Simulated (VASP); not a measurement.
# Pb (Fm-3m) in VASP: further runs

Runs on Pb. Level: PBEsol. Tasks: single point, relaxation of cell and atoms.

Program: VASP 6.6.1. These are calculated values, not measurements. Logs are shortened: lines on timing, memory, paths and dates and some standing lists are left out, and cuts for length are marked.

## Step 1: The cell of the first run

The structure is cubic, space group Fm-3m (No. 225). The conventional cell has a = 4.929 Å, b = 4.929 Å, c = 4.929 Å, α = 90.00°, β = 90.00°, γ = 90.00°. Pb (site symmetry m-3m) has 12 Pb at 3.49 Å within 4.6 Å.

## Step 2: Single point, PBEsol

INCAR reads:

```
PREC = Accurate
ENCUT = 500
EDIFF = 1E-6
ISMEAR = -1
SIGMA = 0.05
LREAL = False
LASPH = True
NELM = 120
ALGO = Normal
ISIF = 2
LWAVE = False
LCHARG = False
GGA = PS
NBANDS = 13
GGA_COMPAT = False
```

KPOINTS reads:

```
regular mesh
0
Gamma
  9 9 9
```

POSCAR reads:

```
Pb
1.0
    0.0000000000      2.4644691517      2.4644691517
    2.4644691517      0.0000000000      2.4644691517
    2.4644691517      2.4644691517      0.0000000000
Pb
1
Direct
    0.0000000000      0.0000000000      0.0000000000
```

Potentials or basis: VASP PAW PBE potentials, release 64 (Pb_d).

Launch:

```sh
$ cat potpaw_PBE.64/Pb_d/POTCAR > POTCAR
$ mpirun -np 1 vasp_std > vasp.out
```

OUTCAR:

```text
PREC = Accurate
   ENCUT = 500
   EDIFF = 1E-6
   ISMEAR = -1
   LREAL = False
   LASPH = True
   NELM = 120
   ISIF = 2
   GGA = PS

 ion  position               nearest neighbor table
   1  0.000  0.000  0.000-

  LATTYP: Found a face centered cubic cell.
 ALAT       =     4.9289383034

  Lattice vectors:

 A1 = (   0.0000000000,   2.4644691517,   2.4644691517)
 A2 = (   2.4644691517,   0.0000000000,   2.4644691517)
 A3 = (   2.4644691517,   2.4644691517,   0.0000000000)

Analysis of symmetry for initial positions (statically):
=====================================================================
 Subroutine PRICEL returns:
 Original cell was already a primitive cell.

 Routine SETGRP: Setting up the symmetry group for a
 face centered cubic supercell.

 Subroutine GETGRP returns: Found 48 space group operations
 (whereof 48 operations were pure point group operations)
 out of a pool of 48 trial point group operations.

The static configuration has the point symmetry O_h .

Analysis of symmetry for dynamics (positions and initial velocities):
=====================================================================
 Subroutine PRICEL returns:
 Original cell was already a primitive cell.

 Routine SETGRP: Setting up the symmetry group for a
 face centered cubic supercell.

 Subroutine GETGRP returns: Found 48 space group operations
 (whereof 48 operations were pure point group operations)
 out of a pool of 48 trial point group operations.

The dynamic configuration has the point symmetry O_h .

 Subroutine INISYM returns: Found 48 space group operations
 (whereof 48 operations are pure point group operations),
 and found     1 'primitive' translations

----------------------------------------------------------------------------------------

                                     Primitive cell

  volume of cell :      29.9364

  direct lattice vectors                    reciprocal lattice vectors
     0.000000000  2.464469152  2.464469152    -0.202883448  0.202883448  0.202883448
     2.464469152  0.000000000  2.464469152     0.202883448 -0.202883448  0.202883448
     2.464469152  2.464469152  0.000000000     0.202883448  0.202883448 -0.202883448

  length of vectors
     3.485285698  3.485285698  3.485285698     0.351404441  0.351404441  0.351404441

[... 83 lines left out ...]
   NFREE  =      0    steps in history (QN), initial steepest desc. (CG)
   ISIF   =      2    stress and relaxation
   ISYM   =      2    0-nonsym 1-usesym 2-fastsym
   POTIM  = 0.5000    time-step for ionic-motion
   TEBEG  =    0.0;   TEEND  =   0.0 temperature during run
   PSTRESS=    0.0 pullay stress
   NELECT =      14.0000    total number of electrons
   NUPDOWN=      -1.0000    fix difference up-down
   EMIN   =  10.00;   EMAX   =-10.00  energy-range for DOS
   EFERMI =   0.00;   METHOD = LEGACY
   ISMEAR =    -1;   SIGMA  =   0.05  broadening in eV -4-tet -1-fermi 0-gaus
   EFERMI_NEDOS =   21; number of points for ismear=-14 and -15
   IALGO  =     38    algorithm
   IMIX   =      4    mixing-type and parameters
     AMIX     =   0.40;   BMIX     =  1.00
     AMIX_MAG =   1.60;   BMIX_MAG =  1.00
  volume/ion in A,a.u.               =      29.94       202.02
  Fermi-wavevector in a.u.,A,eV,Ry     =   1.270723  2.401318 21.969820  1.614736
  Thomas-Fermi vector in A             =   2.403695
   LORBIT       =      0    0 simple, 1 ext, 2 COOP (PROOUT), +10 PAW based schemes
   GGA     = PS    functional components
   LHFCALC =     F    Hartree Fock is set to
   AEXX    =    0.0000 exact exchange contribution
   IVDW    =     0    specifies the selected vdW correction
   LEPSILON=     F    determine dielectric tensor
   LRPA    =     F    only Hartree local field effects (RPA)
 non-spin polarized calculation
  energy-cutoff  :      500.00
  volume of cell :       29.94
 maximum number of plane-waves:       775
 NGX is ok and might be reduce to    28
   NGX = 13   NGY = 13   NGZ = 13

 number of electron      13.9999999 magnetization

 Free energy of the ion-electron system (eV)
  ---------------------------------------------------
  ext. energy  EPLUGINS =         0.00000000
  ---------------------------------------------------
  free energy    TOTEN  =        -4.01797429 eV

  energy without entropy =       -4.01492241  energy(sigma->0) =       -4.01644835

 E-fermi :   7.0857     XC(G=0): -10.4036

 val. band max:        6.8618922542   @ k =  -0.3333   0.3333   0.1111
 cond. band min:       7.0898311212   @ k =  -0.2222   0.3333   0.1111
 fundamental gap:      0.2279388669
 Fermi energy:         7.0856841551

 k-point     1 :       0.0000    0.0000    0.0000
  band No.  band energies     occupation
      1      -9.7550      2.00000
      2      -9.7550      2.00000
      3      -9.7550      2.00000
      4      -9.6072      2.00000
      5      -9.6072      2.00000
      6      -4.6126      2.00000
      7      14.7567      0.00000
      8      14.7567      0.00000
      9      14.7567      0.00000
     10      17.0155      0.00000
     11      18.7235      0.00000
     12      19.8178      0.00000
     13      19.8178      0.00000
[... 354 lines left out ...]
  band No.  band energies     occupation
      1      -9.9224      2.00000
      2      -9.8271      2.00000
      3      -9.4817      2.00000
      4      -9.4416      2.00000
      5      -9.4416      2.00000
      6       0.0762      2.00000
      7       4.4876      2.00000
      8       9.3976      0.00000
      9       9.3976      0.00000
     10      12.7426      0.00000
     11      13.9762      0.00000
     12      25.5962      0.00000
     13      27.3604      0.00000

 [... further k-points ...]

------------------------ aborting loop because EDIFF is reached ----------------------------------------

  FORCE on cell =-STRESS in cart. coord.  units (eV):
  Direction    XX          YY          ZZ          XY          YZ          ZX
  --------------------------------------------------------------------------------------
  -------------------------------------------------------------------------------------
  Total       -0.0155828     -0.0155828     -0.0155828      0.0000000     -0.0000000      0.0000000
  in kB       -0.8339817     -0.8339817     -0.8339817      0.0000000     -0.0000000      0.0000000
  external PRESSURE =      -0.8339817 kB  Pullay stress =       0.0000000 kB

 VOLUME and BASIS-vectors are now :
 -----------------------------------------------------------------------------
  energy-cutoff  :      500.00
  volume of cell :       29.94
      direct lattice vectors                 reciprocal lattice vectors
     0.000000000  2.464469152  2.464469152    -0.202883448  0.202883448  0.202883448
     2.464469152  0.000000000  2.464469152     0.202883448 -0.202883448  0.202883448
     2.464469152  2.464469152  0.000000000     0.202883448  0.202883448 -0.202883448

 POSITION                                       TOTAL-FORCE (eV/Angst)
 -----------------------------------------------------------------------------------
      0.00000      0.00000      0.00000         0.000000      0.000000      0.000000
 -----------------------------------------------------------------------------------
    total drift:                               -0.000000     -0.000000     -0.000000

  FREE ENERGIE OF THE ION-ELECTRON SYSTEM (eV)
  ---------------------------------------------------
  free  energy   TOTEN  =        -4.0179742883 eV

  energy  without entropy=       -4.0149224111  energy(sigma->0) =       -4.01644835
```

stdout:

```text
POSCAR found type information on POSCAR Pb
 POSCAR found :  1 types and       1 ions
 scaLAPACK will be used
 -----------------------------------------------------------------------------
|                                                                             |
|                                                                             |
|     You enforced a specific xc type in the INCAR file but a different       |
|     I HOPE YOU KNOW WHAT YOU ARE DOING!                                     |
|                                                                             |
 -----------------------------------------------------------------------------

 LDA part: xc-table for (Slater+PW92), standard interpolation
 POSCAR, INCAR and KPOINTS ok, starting setup
 FFT: planning ... GRIDC
 FFT: planning ... GRID_SOFT
 FFT: planning ... GRID
 WAVECAR not read
 entering main loop
```

It took 5.8 s on 1 thread of Intel Xeon 6975P-C (Granite Rapids), shared host; peak memory 0.16 GiB.

What came out:

```
Free energy            : -4.0180 eV
Pressure               : -0.1 GPa
Band gap on the k mesh : zero (bands 7 and 8 overlap by 9.10 eV)
```

Levels at points of the mesh, in eV from the Fermi level:
| k point | band 4 | band 5 | band 6 | band 7 | band 8 | band 9 | band 10 | band 11 |
| --- | --- | --- | --- | --- | --- | --- | --- | --- |
| (0.00, 0.00, 0.00) | -16.69 | -16.69 | -11.70 | 7.67 | 7.67 | 7.67 | 9.93 | 11.64 |

Caveat: the PAW data sets were made with another functional, which shifts forces and pressure a little; spin-orbit coupling is left out, which moves the levels of the heavy elements.

## Step 3: Relaxation of cell and atoms, PBEsol

This run uses another cell than the first one, of 30.32 Å³/atom.

INCAR reads:

```
PREC     = Accurate       # precision mode
ENCUT    = 500            # plane-wave cutoff, eV
EDIFF    = 1E-7           # SCF threshold, eV
ISMEAR   = -1             # smearing method
SIGMA    = 0.05           # smearing width, eV
LREAL    = F              # projectors in reciprocal space
LASPH    = T              # aspherical terms in the spheres
NELM     = 120            # most SCF steps
ALGO     = Normal         # electronic algorithm
ISIF     = 3              # what is computed and relaxed
LWAVE    = F              # write WAVECAR
LCHARG   = F              # write CHGCAR
GGA      = PS             # functional
IBRION   = 2              # ionic algorithm
NSW      = 50             # ionic steps
EDIFFG   = -0.03          # ionic threshold
GGA_COMPAT= F            
NELMIN   = 4
```

KPOINTS is that of step 2.

POSCAR reads:

```
Pb
1.0
    0.0000000000      2.4750200000      2.4750200000
    2.4750200000      0.0000000000      2.4750200000
    2.4750200000      2.4750200000      0.0000000000
Pb
1
Direct
    0.0000000000      0.0000000000      0.0000000000
```

Potentials or basis: VASP PAW PBE potentials, release 64 (Pb_d).

Launch:

```sh
$ cat potpaw_PBE.64/Pb_d/POTCAR > POTCAR
$ mpirun -np 1 vasp_std > vasp.out
```

Run time: 14 s. Hardware: 1 thread of Intel Xeon 6975P-C (Granite Rapids), shared host; peak memory 0.16 GiB.

The run converged. Its results:

```yaml
Free_energy: -4.0182 eV
Relaxed_volume: 29.89 Å³/atom
Relaxed_cell: a = 3.484 Å, b = 3.484 Å, c = 3.484 Å, α = 60.00°, β = 60.00°, γ = 60.00°
Space_group_after_relaxing_to_0.1_Å: Fm-3m (No. 225)
Energy_gained_by_relaxing: 0.9 meV/atom
Ionic_steps: 3
Pressure_after_relaxing: 0.0 GPa
Band_gap_on_the_k_mesh: zero (bands 7 and 8 overlap by 9.11 eV)
```

Step by step:
| step | energy change (eV) | largest force (eV/Å) | pressure (GPa) | volume (Å³) |
| --- | --- | --- | --- | --- |
| 1 | 0.0000 | 0.0000 | -0.69 | 30.32 |
| 2 | -0.0008 | 0.0000 | 0.23 | 29.75 |
| 3 | -0.0009 | 0.0000 | 0.00 | 29.89 |

Final structure:
```xyz
1
Lattice="0.0000 2.4633 2.4633 2.4633 0.0000 2.4633 2.4633 2.4633 0.0000" Properties=species:S:1:pos:R:3 pbc="T T T"
Pb    0.0000    0.0000    0.0000
```

Levels at points of the mesh, in eV from the Fermi level:
```
           k point  band 4  band 5  band 6  band 7  band 8  band 9  band 10  band 11
(0.00, 0.00, 0.00)  -16.69  -16.69  -11.71    7.68    7.68    7.68     9.93    11.66
```

Caveat: the PAW data sets were made with another functional, which shifts forces and pressure a little; spin-orbit coupling is left out, which moves the levels of the heavy elements.
